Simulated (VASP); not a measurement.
# Cu in VASP: notebook

Cu is run at these levels: LDA; tasks: single point.

All numbers are computed with VASP 6.6.1; they aren't measurements. Logs are shortened: lines on timing, memory, paths and dates and some standing lists are left out, and cuts for length are marked.

### Step 1. The cell of the first run

The cell holds a slab with vacuum, 28 atoms: a = 7.467 Å, b = 7.467 Å, c = 15.520 Å, α = 90.00°, β = 90.00°, γ = 90.00°.

### Step 2. Single point, LDA

Contents of INCAR:

```
PREC     = Accurate       # precision mode
ENCUT    = 520            # plane-wave cutoff, eV
EDIFF    = 1E-6           # SCF threshold, eV
ISMEAR   = 0              # smearing method
SIGMA    = 0.1            # smearing width, eV
LREAL    = False          # projectors in reciprocal space
LASPH    = True           # aspherical terms in the spheres
NELM     = 120            # most SCF steps
ALGO     = Normal         # electronic algorithm
ISIF     = 2              # what is computed and relaxed
LWAVE    = False          # write WAVECAR
LCHARG   = False          # write CHGCAR
NBANDS   = 174            # bands
GGA_COMPAT= False        
NELMDL   = -8
```

Contents of KPOINTS:

```
Automatic mesh
0
Gamma
  3 3 1
```

Contents of POSCAR:

```
Cu
1.0
    7.4670476093      0.0000000000      0.0000000000
    0.0000000000      7.4670476093      0.0000000000
    0.0000000000      0.0000000000     15.5200000000
Cu
28
Direct
    0.0000000000      0.0000000000      0.3865979381
    0.3333333508      0.0000000000      0.3865979381
    0.6666667015      0.0000000000      0.3865979381
    0.0000000000      0.3333333508      0.3865979381
    0.3333333508      0.3333333508      0.3865979381
    0.6666667015      0.3333333508      0.3865979381
    0.0000000000      0.6666667015      0.3865979381
    0.3333333508      0.6666667015      0.3865979381
    0.6666667015      0.6666667015      0.3865979381
    0.1666893082      0.1666779248      0.4967073454
    0.4991356953      0.1666681485      0.4964697809
    0.8342543567      0.1666676128      0.4964839562
    0.1666696217      0.4991217674      0.4964735180
    0.4995533972      0.4995571470      0.4963470361
    0.8337865681      0.4995365230      0.4963617912
    0.1666690860      0.8342398932      0.4964806701
    0.4995426834      0.8337798720      0.4963544459
    0.8337955409      0.8337986211      0.4963692655
   -0.0034653589     -0.0034687070      0.6085849227
    0.3368386184     -0.0034968305      0.6085588918
    0.6666782188      0.0007333554      0.6065902706
   -0.0034759387      0.3368183962      0.6085717784
    0.3368623225      0.3368596441      0.6085456186
    0.6666839775      0.3326265118      0.6065908505
    0.0007476851      0.6666709870      0.6065905928
    0.3326391005      0.6666767457      0.6065920103
    0.6666831739      0.6666748708      0.6053259665
    0.1667821159      0.1667230564      0.7047524485
```

Potentials or basis: VASP PAW LDA potentials, release 64 (Cu).

On the command line:

```bash
cat potpaw_LDA.64/Cu/POTCAR > POTCAR
mpirun -np 1 vasp_std > vasp.out
```

OUTCAR:

```text
PREC = Accurate
   ENCUT = 520
   EDIFF = 1E-6
   ISMEAR = 0
   LREAL = False
   LASPH = True
   NELM = 120
   ISIF = 2
   NELMDL = -8

 ion  position               nearest neighbor table
   1  0.000  0.000  0.387-  18 2.45  12 2.45  16 2.45  10 2.45   3 2.49   7 2.49   4 2.49   2 2.49

   2  0.333  0.000  0.387-  17 2.45  16 2.45  11 2.45  10 2.45   8 2.49   3 2.49   5 2.49   1 2.49

   3  0.667  0.000  0.387-  17 2.45  18 2.45  11 2.45  12 2.45   1 2.49   9 2.49   2 2.49   6 2.49

   4  0.000  0.333  0.387-  15 2.45  12 2.45  13 2.45  10 2.45   6 2.49   7 2.49   1 2.49   5 2.49

   5  0.333  0.333  0.387-  14 2.45  13 2.45  11 2.45  10 2.45   6 2.49   8 2.49   2 2.49   4 2.49

   6  0.667  0.333  0.387-  14 2.45  15 2.45  11 2.45  12 2.45   4 2.49   5 2.49   9 2.49   3 2.49
[... 37 lines left out ...]
  25  0.001  0.667  0.607-  16 2.45  13 2.45  18 2.46  15 2.46  22 2.46  19 2.46  26 2.48  27 2.49

  26  0.333  0.667  0.607-  16 2.45  13 2.45  17 2.46  14 2.46  23 2.46  20 2.46  25 2.48  27 2.49

  27  0.667  0.667  0.605-  18 2.44  15 2.44  17 2.44  14 2.44  26 2.49  24 2.49  21 2.49  25 2.49

  28  0.167  0.167  0.705-  23 2.34  20 2.34  22 2.34  19 2.34

  LATTYP: Found a simple tetragonal cell.
 ALAT       =     7.4670476093
 C/A-ratio  =     2.0784653871

  Lattice vectors:

 A1 = (   7.4670476093,   0.0000000000,   0.0000000000)
 A2 = (   0.0000000000,   7.4670476093,   0.0000000000)
 A3 = (   0.0000000000,   0.0000000000,  15.5200000000)

Analysis of symmetry for initial positions (statically):
=====================================================================
 Subroutine PRICEL returns:
 Original cell was already a primitive cell.

 Routine SETGRP: Setting up the symmetry group for a
 simple tetragonal supercell.

 Subroutine GETGRP returns: Found  1 space group operations
 (whereof  1 operations were pure point group operations)
 out of a pool of 16 trial point group operations.

The static configuration has the point symmetry C_1 .

Analysis of symmetry for dynamics (positions and initial velocities):
=====================================================================
 Subroutine PRICEL returns:
 Original cell was already a primitive cell.

 Routine SETGRP: Setting up the symmetry group for a
 simple tetragonal supercell.

 Subroutine GETGRP returns: Found  1 space group operations
 (whereof  1 operations were pure point group operations)
 out of a pool of 16 trial point group operations.

The dynamic configuration has the point symmetry C_1 .

 Subroutine INISYM returns: Found  1 space group operations
 (whereof  1 operations are pure point group operations),
 and found     1 'primitive' translations

----------------------------------------------------------------------------------------

                                     Primitive cell

  volume of cell :     865.3455

  direct lattice vectors                    reciprocal lattice vectors
     7.467047609  0.000000000  0.000000000     0.133921739  0.000000000  0.000000000
     0.000000000  7.467047609  0.000000000     0.000000000  0.133921739  0.000000000
     0.000000000  0.000000000 15.520000000     0.000000000  0.000000000  0.064432990

  length of vectors
     7.467047609  7.467047609 15.520000000     0.133921739  0.133921739  0.064432990

  position of ions in fractional coordinates (direct lattice)
     0.000000000  0.000000000  0.386597938
     0.333333351  0.000000000  0.386597938
     0.666666701  0.000000000  0.386597938
     0.000000000  0.333333351  0.386597938
     0.333333351  0.333333351  0.386597938
     0.666666701  0.333333351  0.386597938
[... 20 lines left out ...]
     0.666683174  0.666674871  0.605325966
     0.166782116  0.166723056  0.704752449

  ion indices of the primitive-cell ions
   primitive index   ion index
                 1           1
                 2           2
                 3           3
                 4           4
                 5           5
                 6           6
[... 20 lines left out ...]
                27          27
                28          28

----------------------------------------------------------------------------------------

 KPOINTS: Automatic mesh

Automatic generation of k-mesh.
 Grid dimensions read from file:
 generate k-points for:    3    3    1

 Generating k-lattice:

  Cartesian coordinates                     Fractional coordinates (reciprocal lattice)
     0.044640580  0.000000000  0.000000000     0.333333333  0.000000000  0.000000000
     0.000000000  0.044640580  0.000000000     0.000000000  0.333333333  0.000000000
     0.000000000  0.000000000  0.064432990     0.000000000  0.000000000  1.000000000

  Length of vectors
     0.044640580  0.044640580  0.064432990

  Shift w.r.t. Gamma in fractional coordinates (k-lattice)
     0.000000000  0.000000000  0.000000000

 Subroutine IBZKPT returns following result:
 ===========================================

 Found      5 irreducible k-points:

 Following reciprocal coordinates:
            Coordinates               Weight
  0.000000  0.000000  0.000000      1.000000
  0.333333  0.000000  0.000000      2.000000
  0.000000  0.333333  0.000000      2.000000
  0.333333  0.333333  0.000000      2.000000
 -0.333333  0.333333  0.000000      2.000000
   k-points           NKPTS =      5   k-points in BZ     NKDIM =      5   number of bands    NBANDS=    174
   number of dos      NEDOS =    301   number of ions     NIONS =     28
   total plane-waves  NPLWV = 376320
   dimension x,y,z NGX =    56 NGY =   56 NGZ =  120
   dimension x,y,z NGXF=   112 NGYF=  112 NGZF=  240
   ions per type =              28
   NGX,Y,Z   is equivalent  to a cutoff of  12.47, 12.47, 12.85 a.u.
   NGXF,Y,Z  is equivalent  to a cutoff of  24.94, 24.94, 25.71 a.u.
 SYSTEM =  unknown system
   PREC   = accura    normal or accurate (medium, high low for compatibility)
   ISTART =      0    job   : 0-new  1-cont  2-samecut
   ICHARG =      2    charge: 1-file 2-atom 10-const
   ISPIN  =      1    spin polarized calculation?
   LNONCOLLINEAR =      F non collinear calculations
   LSORBIT =      F    spin-orbit coupling
   LASPH  =      T    aspherical Exc in radial PAW
   ENCUT  =  520.0 eV  38.22 Ry    6.18 a.u.  13.88 13.88 28.86*2*pi/ulx,y,z
   NELM   =    120;   NELMIN=  2; NELMDL= -8     # of ELM steps
   EDIFF  = 0.1E-05   stopping-criterion for ELM
   LREAL  =      F    real-space projection
   EDIFFG = 0.1E-04   stopping-criterion for IOM
   NSW    =      0    number of steps for IOM
   IBRION =     -1    ionic relax: 0-MD 1-quasi-New 2-CG
   NFREE  =      0    steps in history (QN), initial steepest desc. (CG)
   ISIF   =      2    stress and relaxation
   ISYM   =      2    0-nonsym 1-usesym 2-fastsym
   POTIM  = 0.5000    time-step for ionic-motion
   TEBEG  =    0.0;   TEEND  =   0.0 temperature during run
   PSTRESS=    0.0 pullay stress
   NELECT =     308.0000    total number of electrons
   NUPDOWN=      -1.0000    fix difference up-down
   EMIN   =  10.00;   EMAX   =-10.00  energy-range for DOS
   EFERMI =   0.00;   METHOD = LEGACY
   ISMEAR =     0;   SIGMA  =   0.10  broadening in eV -4-tet -1-fermi 0-gaus
   EFERMI_NEDOS =   21; number of points for ismear=-14 and -15
   IALGO  =     38    algorithm
   IMIX   =      4    mixing-type and parameters
     AMIX     =   0.40;   BMIX     =  1.00
     AMIX_MAG =   1.60;   BMIX_MAG =  1.00
  volume/ion in A,a.u.               =      30.91       208.56
  Fermi-wavevector in a.u.,A,eV,Ry     =   1.160188  2.192438 18.313950  1.346037
  Thomas-Fermi vector in A             =   2.296774
   LORBIT       =      0    0 simple, 1 ext, 2 COOP (PROOUT), +10 PAW based schemes
   GGA     = CA    functional components
   LHFCALC =     F    Hartree Fock is set to
   AEXX    =    0.0000 exact exchange contribution
   IVDW    =     0    specifies the selected vdW correction
   LEPSILON=     F    determine dielectric tensor
   LRPA    =     F    only Hartree local field effects (RPA)
 non-spin polarized calculation
 Gauss-broadening in eV      SIGMA  =   0.10
  energy-cutoff  :      520.00
  volume of cell :      865.35
 maximum number of plane-waves:     23346
   NGX = 27   NGY = 27   NGZ = 57

 number of electron     307.9999892 magnetization

 Free energy of the ion-electron system (eV)
  ---------------------------------------------------
  ext. energy  EPLUGINS =         0.00000000
  ---------------------------------------------------
  free energy    TOTEN  =      -117.43855680 eV

  energy without entropy =     -117.41066247  energy(sigma->0) =     -117.42460963

 E-fermi :  -0.1024     XC(G=0):  -6.0985

 val. band max:       -0.1550484560   @ k =   0.0000   0.3333   0.0000
 cond. band min:       0.0583693924   @ k =   0.3333   0.3333   0.0000
 fundamental gap:      0.2134178484
 Fermi energy:        -0.1024473253

 k-point     1 :       0.0000    0.0000    0.0000
  band No.  band energies     occupation
      1      -9.0920      2.00000
      2      -6.7078      2.00000
      3      -6.6724      2.00000
      4      -6.6723      2.00000
      5      -6.6405      2.00000
      6      -6.4780      2.00000
[... 158 lines left out ...]
    165       2.8781      0.00000
    166       3.6041      0.00000

 k-point     2 :       0.3333    0.0000    0.0000
  band No.  band energies     occupation
      1      -8.7863      2.00000
      2      -7.9145      2.00000
      3      -6.4338      2.00000
      4      -6.4234      2.00000
      5      -6.2421      2.00000
      6      -5.7998      2.00000
[... 158 lines left out ...]
    165       2.8437      0.00000
    166       2.8965      0.00000

 k-point     3 :       0.0000    0.3333    0.0000
  band No.  band energies     occupation
      1      -8.7863      2.00000
      2      -7.9145      2.00000
      3      -6.4338      2.00000
      4      -6.4234      2.00000
      5      -6.2421      2.00000
      6      -5.7998      2.00000
[... 158 lines left out ...]
    165       2.8437      0.00000
    166       2.8965      0.00000

 k-point     4 :       0.3333    0.3333    0.0000
  band No.  band energies     occupation
      1      -8.4848      2.00000
      2      -7.6444      2.00000
      3      -7.6123      2.00000
      4      -6.8378      2.00000
      5      -6.0105      2.00000
      6      -5.4317      2.00000
[... 158 lines left out ...]
    165       2.0304      0.00000
    166       2.0502      0.00000

 k-point     5 :      -0.3333    0.3333    0.0000
  band No.  band energies     occupation
      1      -8.4848      2.00000
      2      -7.6444      2.00000
      3      -7.6123      2.00000
      4      -6.8378      2.00000
      5      -6.0105      2.00000
      6      -5.4317      2.00000
[... 158 lines left out ...]
    165       2.0304      0.00000
    166       2.0502      0.00000
 [bands above 166 left out]

------------------------ aborting loop because EDIFF is reached ----------------------------------------

  FORCE on cell =-STRESS in cart. coord.  units (eV):
  Direction    XX          YY          ZZ          XY          YZ          ZX
  --------------------------------------------------------------------------------------
  -------------------------------------------------------------------------------------
  Total      -10.3251037    -10.3249963      0.6819860      0.0010076     -0.0031761     -0.0073353
  in kB      -19.1168110    -19.1166122      1.2626892      0.0018656     -0.0058805     -0.0135812
  external PRESSURE =     -12.3235780 kB  Pullay stress =       0.0000000 kB

 VOLUME and BASIS-vectors are now :
 -----------------------------------------------------------------------------
  energy-cutoff  :      520.00
  volume of cell :      865.35
      direct lattice vectors                 reciprocal lattice vectors
     7.467047609  0.000000000  0.000000000     0.133921739  0.000000000  0.000000000
     0.000000000  7.467047609  0.000000000     0.000000000  0.133921739  0.000000000
     0.000000000  0.000000000 15.520000000     0.000000000  0.000000000  0.064432990

 POSITION                                       TOTAL-FORCE (eV/Angst)
 -----------------------------------------------------------------------------------
      0.00000      0.00000      6.00000        -0.015640     -0.015671      0.009858
      2.48902      0.00000      6.00000         0.014037     -0.015601      0.009607
      4.97803      0.00000      6.00000         0.001070     -0.005407     -0.056851
      0.00000      2.48902      6.00000        -0.015616      0.013996      0.009766
      2.48902      2.48902      6.00000         0.013832      0.013749      0.008211
      4.97803      2.48902      6.00000         0.001266      0.003158     -0.058534
[... 20 lines left out ...]
      4.97815      4.97809      9.39466         0.000154      0.000234      0.029965
      1.24537      1.24493     10.93776        -0.000297      0.000375      0.058734
 -----------------------------------------------------------------------------------
    total drift:                                0.012197      0.012092      0.002714

  FREE ENERGIE OF THE ION-ELECTRON SYSTEM (eV)
  ---------------------------------------------------
  free  energy   TOTEN  =      -117.4385567975 eV

  energy  without entropy=     -117.4106624725  energy(sigma->0) =     -117.42460963
```

Wall time 40 min (1 thread of Intel Xeon 6975P-C (Granite Rapids), shared host); peak memory 0.79 GiB.

Results:

* Free energy: -117.4386 eV
* Largest force: 0.059 eV/Å
* Band gap on the k mesh: zero (bands 154 and 155 overlap by 1.08 eV)

Forces on the atoms (eV/Å):
```
Cu  -0.016 -0.016  0.010
Cu   0.014 -0.016  0.010
Cu   0.001 -0.005 -0.057
Cu  -0.016  0.014  0.010
Cu   0.014  0.014  0.008
Cu   0.001  0.003 -0.059
Cu  -0.006  0.001 -0.057
Cu   0.003  0.001 -0.059
Cu   0.001  0.001 -0.040
Cu   0.000  0.000  0.016
Cu  -0.004  0.001 -0.009
Cu   0.003  0.001 -0.009
Cu   0.001 -0.004 -0.010
Cu   0.000  0.000 -0.005
Cu  -0.001  0.001 -0.006
Cu   0.001  0.003 -0.009
Cu   0.001 -0.001 -0.005
Cu  -0.001 -0.002 -0.005
Cu  -0.014 -0.014  0.020
Cu   0.017 -0.014  0.020
Cu   0.000 -0.004  0.027
Cu  -0.014  0.017  0.020
Cu   0.016  0.016  0.020
Cu   0.000  0.002  0.027
Cu  -0.004  0.000  0.027
Cu   0.001  0.000  0.027
Cu   0.000  0.000  0.030
Cu   0.000  0.000  0.059
```

Caveat: there is no dipole correction, which matters where the two faces differ.

[end of part 1 of 2]

The gap in the log of VASP goes by the Fermi energy; the results here count the filled bands.